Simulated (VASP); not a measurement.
# TlBr (Pm-3m) in VASP: notebook

The runs below take TlBr through single point, with LDA.

Program: VASP 6.6.1. These are calculated values, not measurements. Logs are shortened: lines on timing, memory, paths and dates and some standing lists are left out, and cuts for length are marked.

**1. The cell of the first run**

The structure is cubic, space group Pm-3m (No. 221). The conventional cell has a = 3.846 Å, b = 3.846 Å, c = 3.846 Å, α = 90.00°, β = 90.00°, γ = 90.00°. Within 4.4 Å of Tl (site symmetry m-3m) lie 8 Br at 3.33 Å and 6 Tl at 3.85 Å. Br (site symmetry m-3m) has 8 Tl at 3.33 Å and 6 Br at 3.85 Å within 4.4 Å.

**2. Single point, LDA**

INCAR reads:

```
SYSTEM = TlBr
ALGO = Normal
EDIFF = 1E-6
ENCUT = 500
GGA_COMPAT = .FALSE.
ISIF = 2
ISMEAR = 0
LASPH = .TRUE.
LCHARG = .FALSE.
LREAL = .FALSE.
LWAVE = .FALSE.
NBANDS = 17
NELM = 120
PREC = Accurate
SIGMA = 0.05
```

KPOINTS reads:

```
k-points
0
G
  4 4 4
  0 0 0
```

POSCAR reads:

```
TlBr
1.0
    3.8458819148      0.0000000000      0.0000000000
    0.0000000000      3.8458819148      0.0000000000
    0.0000000000      0.0000000000      3.8458819148
Tl Br
1 1
Direct
    0.0000000000      0.0000000000      0.0000000000
    0.5000000000      0.5000000000      0.5000000000
```

Potentials or basis: VASP PAW LDA potentials, release 64 (Tl_d, Br).

Launch:

```sh
> cat potpaw_LDA.64/Tl_d/POTCAR potpaw_LDA.64/Br/POTCAR > POTCAR
> mpirun -np 1 vasp_std > vasp.out
```

OUTCAR:

```text
SYSTEM = TlBr
   EDIFF = 1E-6
   ENCUT = 500
   ISIF = 2
   ISMEAR = 0
   LASPH = .TRUE.
   LREAL = .FALSE.
   NELM = 120
   PREC = Accurate

 ion  position               nearest neighbor table
   1  0.000  0.000  0.000-   2 3.33   2 3.33   2 3.33   2 3.33   2 3.33   2 3.33   2 3.33   2 3.33

   2  0.500  0.500  0.500-   1 3.33   1 3.33   1 3.33   1 3.33   1 3.33   1 3.33   1 3.33   1 3.33

  LATTYP: Found a simple cubic cell.
 ALAT       =     3.8458819148

  Lattice vectors:

 A1 = (   3.8458819148,   0.0000000000,   0.0000000000)
 A2 = (   0.0000000000,   3.8458819148,   0.0000000000)
 A3 = (   0.0000000000,   0.0000000000,   3.8458819148)

Analysis of symmetry for initial positions (statically):
=====================================================================
 Subroutine PRICEL returns:
 Original cell was already a primitive cell.

 Routine SETGRP: Setting up the symmetry group for a
 simple cubic supercell.

 Subroutine GETGRP returns: Found 48 space group operations
 (whereof 48 operations were pure point group operations)
 out of a pool of 48 trial point group operations.

The static configuration has the point symmetry O_h .

Analysis of symmetry for dynamics (positions and initial velocities):
=====================================================================
 Subroutine PRICEL returns:
 Original cell was already a primitive cell.

 Routine SETGRP: Setting up the symmetry group for a
 simple cubic supercell.

 Subroutine GETGRP returns: Found 48 space group operations
 (whereof 48 operations were pure point group operations)
 out of a pool of 48 trial point group operations.

The dynamic configuration has the point symmetry O_h .

 Subroutine INISYM returns: Found 48 space group operations
 (whereof 48 operations are pure point group operations),
 and found     1 'primitive' translations

----------------------------------------------------------------------------------------

                                     Primitive cell

  volume of cell :      56.8837

  direct lattice vectors                    reciprocal lattice vectors
     3.845881915  0.000000000  0.000000000     0.260018384  0.000000000  0.000000000
     0.000000000  3.845881915  0.000000000     0.000000000  0.260018384  0.000000000
     0.000000000  0.000000000  3.845881915     0.000000000  0.000000000  0.260018384

  length of vectors
     3.845881915  3.845881915  3.845881915     0.260018384  0.260018384  0.260018384
[... 64 lines left out ...]
   ENCUT  =  500.0 eV  36.75 Ry    6.06 a.u.   7.01  7.01  7.01*2*pi/ulx,y,z
   NELM   =    120;   NELMIN=  2; NELMDL= -5     # of ELM steps
   EDIFF  = 0.1E-05   stopping-criterion for ELM
   LREAL  =      F    real-space projection
   EDIFFG = 0.1E-04   stopping-criterion for IOM
   NSW    =      0    number of steps for IOM
   IBRION =     -1    ionic relax: 0-MD 1-quasi-New 2-CG
   NFREE  =      0    steps in history (QN), initial steepest desc. (CG)
   ISIF   =      2    stress and relaxation
   ISYM   =      2    0-nonsym 1-usesym 2-fastsym
   POTIM  = 0.5000    time-step for ionic-motion
   TEBEG  =    0.0;   TEEND  =   0.0 temperature during run
   PSTRESS=    0.0 pullay stress
   NELECT =      20.0000    total number of electrons
   NUPDOWN=      -1.0000    fix difference up-down
   EMIN   =  10.00;   EMAX   =-10.00  energy-range for DOS
   EFERMI =   0.00;   METHOD = LEGACY
   ISMEAR =     0;   SIGMA  =   0.05  broadening in eV -4-tet -1-fermi 0-gaus
   EFERMI_NEDOS =   21; number of points for ismear=-14 and -15
   IALGO  =     38    algorithm
   IMIX   =      4    mixing-type and parameters
     AMIX     =   0.40;   BMIX     =  1.00
     AMIX_MAG =   1.60;   BMIX_MAG =  1.00
  volume/ion in A,a.u.               =      28.44       191.94
  Fermi-wavevector in a.u.,A,eV,Ry     =   1.155462  2.183506 18.165026  1.335092
  Thomas-Fermi vector in A             =   2.292090
   LORBIT       =      0    0 simple, 1 ext, 2 COOP (PROOUT), +10 PAW based schemes
   GGA     = CA    functional components
   LHFCALC =     F    Hartree Fock is set to
   AEXX    =    0.0000 exact exchange contribution
   IVDW    =     0    specifies the selected vdW correction
   LEPSILON=     F    determine dielectric tensor
   LRPA    =     F    only Hartree local field effects (RPA)
 non-spin polarized calculation
 Gauss-broadening in eV      SIGMA  =   0.05
  energy-cutoff  :      500.00
  volume of cell :       56.88
 maximum number of plane-waves:      1472
   NGX = 15   NGY = 15   NGZ = 15

 number of electron      19.9999993 magnetization

 Free energy of the ion-electron system (eV)
  ---------------------------------------------------
  ext. energy  EPLUGINS =         0.00000000
  ---------------------------------------------------
  free energy    TOTEN  =        -6.53533070 eV

  energy without entropy =       -6.53533070  energy(sigma->0) =       -6.53533070

 E-fermi :   3.7221     XC(G=0):  -9.8554

 val. band max:        3.4371466813   @ k =   0.5000   0.0000   0.0000
 cond. band min:       4.7836899485   @ k =   0.5000   0.0000   0.0000
 fundamental gap:      1.3465432672
 Fermi energy:         3.7220531832

 k-point     1 :       0.0000    0.0000    0.0000
  band No.  band energies     occupation
      1     -10.9805      2.00000
      2      -6.9469      2.00000
      3      -6.9469      2.00000
      4      -6.7049      2.00000
      5      -6.7049      2.00000
      6      -6.7049      2.00000
[... 177 lines left out ...]
      4      -6.9151      2.00000
      5      -6.6176      2.00000
      6      -6.6176      2.00000
[... 9 lines left out ...]
     16      16.6562      0.00000
     17      20.2420      0.00000

------------------------ aborting loop because EDIFF is reached ----------------------------------------

  FORCE on cell =-STRESS in cart. coord.  units (eV):
  Direction    XX          YY          ZZ          XY          YZ          ZX
  --------------------------------------------------------------------------------------
  -------------------------------------------------------------------------------------
  Total        0.0462285      0.0462285      0.0462285      0.0000000      0.0000000     -0.0000000
  in kB        1.3020652      1.3020652      1.3020652      0.0000000      0.0000000     -0.0000000
  external PRESSURE =       1.3020652 kB  Pullay stress =       0.0000000 kB

 VOLUME and BASIS-vectors are now :
 -----------------------------------------------------------------------------
  energy-cutoff  :      500.00
  volume of cell :       56.88
      direct lattice vectors                 reciprocal lattice vectors
     3.845881915  0.000000000  0.000000000     0.260018384  0.000000000  0.000000000
     0.000000000  3.845881915  0.000000000     0.000000000  0.260018384  0.000000000
     0.000000000  0.000000000  3.845881915     0.000000000  0.000000000  0.260018384

 POSITION                                       TOTAL-FORCE (eV/Angst)
 -----------------------------------------------------------------------------------
      0.00000      0.00000      0.00000         0.000000      0.000000      0.000000
      1.92294      1.92294      1.92294         0.000000      0.000000      0.000000
 -----------------------------------------------------------------------------------
    total drift:                               -0.000000      0.000000      0.000000

  FREE ENERGIE OF THE ION-ELECTRON SYSTEM (eV)
  ---------------------------------------------------
  free  energy   TOTEN  =        -6.5353307025 eV

  energy  without entropy=       -6.5353307025  energy(sigma->0) =       -6.53533070
```

OSZICAR:

```text
N       E                     dE             d eps       ncg     rms          rms(c)
DAV:   1     0.988919937260E+02    0.98892E+02   -0.95529E+03   348   0.100E+03
DAV:   2    -0.320127564653E+01   -0.10209E+03   -0.98030E+02   427   0.229E+02
DAV:   3    -0.671277434790E+01   -0.35115E+01   -0.35019E+01   393   0.376E+01
DAV:   4    -0.673295015718E+01   -0.20176E-01   -0.20174E-01   437   0.344E+00
DAV:   5    -0.673314964860E+01   -0.19949E-03   -0.19949E-03   412   0.320E-01    0.345E+00
DAV:   6    -0.655737608876E+01    0.17577E+00   -0.26199E-01   360   0.278E+00    0.212E+00
DAV:   7    -0.653742704691E+01    0.19949E-01   -0.75927E-02   370   0.129E+00    0.996E-01
DAV:   8    -0.653552418463E+01    0.19029E-02   -0.99845E-03   379   0.619E-01    0.154E-01
DAV:   9    -0.653531559194E+01    0.20859E-03   -0.69347E-04   386   0.155E-01    0.539E-02
DAV:  10    -0.653533068185E+01   -0.15090E-04   -0.75248E-05   391   0.476E-02    0.779E-03
DAV:  11    -0.653533070251E+01   -0.20656E-07   -0.45426E-06   377   0.146E-02
   1 F= -.65353307E+01 E0= -.65353307E+01  d E =-.104801E-16
```

stdout:

```text
POSCAR found type information on POSCAR TlBr
 POSCAR found :  2 types and       2 ions
 scaLAPACK will be used
 LDA part: xc-table for (Slater(with rela. corr.)+CA(PZ))
 , standard interpolation
 POSCAR, INCAR and KPOINTS ok, starting setup
 FFT: planning ... GRIDC
 FFT: planning ... GRID_SOFT
 FFT: planning ... GRID
 WAVECAR not read
 entering main loop
```

Run time: 8.7 s. Hardware: 1 thread of Intel Xeon 8259CL, shared host; peak memory 0.14 GiB.

What came out:

```yaml
Free_energy: -6.5353 eV
Pressure: 0.1 GPa
Band_gap_on_the_k_mesh: 1.35 eV, direct
```

Caveat: spin-orbit coupling is left out, which moves the levels of the heavy elements.

**3. Single point, LDA**

This run uses another cell than the first one, of 35.55 Å³/atom, 1.250 times its volume.

INCAR reads:

```
  ALGO = Normal
  EDIFF = 1E-6
  ENCUT = 500
  GGA = CA
  GGA_COMPAT = F
  ISIF = 2
  ISMEAR = 0
  LASPH = T
  LCHARG = T
  LELF = T
  LREAL = F
  LVHAR = T
  LWAVE = F
  NBANDS = 17
  NELM = 120
  PREC = Accurate
  SIGMA = 0.05
```

KPOINTS reads:

```
k-points
0
Gamma
  4 4 4
```

POSCAR reads:

```
TlBr
1.0
    4.1428507055      0.0000000000      0.0000000000
    0.0000000000      4.1428507055      0.0000000000
    0.0000000000      0.0000000000      4.1428507055
Tl Br
1 1
Direct
    0.0000000000      0.0000000000      0.0000000000
    0.5000000000      0.5000000000      0.5000000000
```

Potentials or basis: VASP PAW LDA potentials, release 64 (Tl_d, Br).

Launch:

```sh
> cat potpaw_LDA.64/Tl_d/POTCAR potpaw_LDA.64/Br/POTCAR > POTCAR
> mpirun -np 1 vasp_std > vasp.out
```

OUTCAR:

```text
EDIFF = 1E-6
   ENCUT = 500
   GGA = CA
   ISIF = 2
   ISMEAR = 0
   LASPH = T
   LREAL = F
   NELM = 120
   PREC = Accurate

 ion  position               nearest neighbor table
   1  0.000  0.000  0.000-
   2  0.500  0.500  0.500-

  LATTYP: Found a simple cubic cell.
 ALAT       =     4.1428507055

  Lattice vectors:

 A1 = (   4.1428507055,   0.0000000000,   0.0000000000)
 A2 = (   0.0000000000,   4.1428507055,   0.0000000000)
[... 367 lines left out ...]

------------------------ aborting loop because EDIFF is reached ----------------------------------------

  FORCE on cell =-STRESS in cart. coord.  units (eV):
  Direction    XX          YY          ZZ          XY          YZ          ZX
  --------------------------------------------------------------------------------------
  -------------------------------------------------------------------------------------
  Total       -1.8524984     -1.8524984     -1.8524984      0.0000000      0.0000000      0.0000000
  in kB      -41.7417432    -41.7417432    -41.7417432      0.0000000      0.0000000      0.0000000
  external PRESSURE =     -41.7417432 kB  Pullay stress =       0.0000000 kB

 VOLUME and BASIS-vectors are now :
 -----------------------------------------------------------------------------
  energy-cutoff  :      500.00
  volume of cell :       71.10
      direct lattice vectors                 reciprocal lattice vectors
     4.142850705  0.000000000  0.000000000     0.241379685  0.000000000  0.000000000
     0.000000000  4.142850705  0.000000000     0.000000000  0.241379685  0.000000000
     0.000000000  0.000000000  4.142850705     0.000000000  0.000000000  0.241379685

 POSITION                                       TOTAL-FORCE (eV/Angst)
 -----------------------------------------------------------------------------------
      0.00000      0.00000      0.00000         0.000000      0.000000      0.000000
      2.07143      2.07143      2.07143         0.000000      0.000000      0.000000
 -----------------------------------------------------------------------------------
    total drift:                                0.000000     -0.000000     -0.000000

  FREE ENERGIE OF THE ION-ELECTRON SYSTEM (eV)
  ---------------------------------------------------
  free  energy   TOTEN  =        -6.3094698401 eV

  energy  without entropy=       -6.3094698401  energy(sigma->0) =       -6.30946984
```

OSZICAR:

```text
N       E                     dE             d eps       ncg     rms          rms(c)
DAV:   1     0.946529777032E+02    0.94653E+02   -0.93853E+03   340   0.978E+02
DAV:   2    -0.284082042338E+01   -0.97494E+02   -0.94025E+02   435   0.214E+02
DAV:   3    -0.661755602084E+01   -0.37767E+01   -0.37664E+01   353   0.367E+01
DAV:   4    -0.664424577477E+01   -0.26690E-01   -0.26685E-01   445   0.366E+00
DAV:   5    -0.664449164664E+01   -0.24587E-03   -0.24587E-03   367   0.348E-01    0.225E+00
DAV:   6    -0.635269429601E+01    0.29180E+00   -0.47506E-01   348   0.306E+00    0.133E+00
DAV:   7    -0.631441167406E+01    0.38283E-01   -0.11317E-01   364   0.136E+00    0.780E-01
DAV:   8    -0.630985169336E+01    0.45600E-02   -0.18420E-02   354   0.757E-01    0.183E-01
DAV:   9    -0.630941499382E+01    0.43670E-03   -0.17114E-03   366   0.185E-01    0.913E-02
DAV:  10    -0.630948526148E+01   -0.70268E-04   -0.31512E-04   355   0.785E-02    0.599E-02
DAV:  11    -0.630946983254E+01    0.15429E-04   -0.48150E-05   358   0.323E-02    0.184E-02
DAV:  12    -0.630946984011E+01   -0.75690E-08   -0.25029E-06   355   0.872E-03
   1 F= -.63094698E+01 E0= -.63094698E+01  d E =-.380818E-17
```

stdout:

```text
POSCAR found type information on POSCAR TlBr
 POSCAR found :  2 types and       2 ions
 scaLAPACK will be used
 LDA part: xc-table for (Slater(with rela. corr.)+CA(PZ))
 , standard interpolation
 POSCAR, INCAR and KPOINTS ok, starting setup
 FFT: planning ... GRIDC
 FFT: planning ... GRID_SOFT
 FFT: planning ... GRID
 WAVECAR not read
 entering main loop
```

Wall time 12 s (1 thread of Intel Xeon 8259CL, shared host); peak memory 0.15 GiB.

What came out:

```yaml
Free_energy: -6.3095 eV
Pressure: -4.2 GPa
Band_gap_on_the_k_mesh: 1.91 eV, direct
```

Caveat: spin-orbit coupling is left out, which moves the levels of the heavy elements. A k mesh can miss the band edges.
